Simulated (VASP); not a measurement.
Here is a VASP 6.6.1 calculation.

The input INCAR:

```
PREC = Accurate
ENCUT = 520
EDIFF = 1E-6
ISMEAR = 0
SIGMA = 0.1
LREAL = F
LASPH = T
NELM = 60
ALGO = Normal
ISIF = 2
LWAVE = F
LCHARG = F
GGA = PE
NBANDS = 42
```

Contents of KPOINTS:

```
regular mesh
0
Gamma
  4 4 4
```

POSCAR

```
Zn5S
1.0
    4.0409667400      0.0000000000      0.0000000000
    0.0000000000      4.0409667400      0.0000000000
    0.0000000000      0.0000000000      6.9563727500
Zn S
5 1
Direct
    0.5000000000      0.5000000000      0.7567736800
    0.5000000000      0.5000000000      0.2432263200
    0.0000000000      0.5000000000      0.5000000000
    0.5000000000      0.0000000000      0.5000000000
    0.5000000000      0.5000000000      0.0000000000
    0.5000000000      0.5000000000      0.5000000000
```

Potentials or basis: VASP PAW PBE potentials, release 64 (Zn, S).

The run is started by

```sh
$ cat potpaw_PBE.64/Zn/POTCAR potpaw_PBE.64/S/POTCAR > POTCAR
$ mpirun -np 1 vasp_std > vasp.out
```

(1) What does it give for the largest force?

(2) Estimate the band gap on the k mesh.

(3) What does it give for the pressure?

Results:

(1) 7.412 eV/Å.

(2) zero (bands 33 and 34 overlap by 1.84 eV).

(3) 76.3 GPa.

Caveat: the k points lie up to 0.39 Å⁻¹ apart, too coarse for converged energies and pressures of a metal; atoms lie so close that the PAW spheres overlap strongly, which falsifies energies and pressures; forces of over 1 eV/Å act on the atoms, so gaps and moduli don't describe the material at rest.
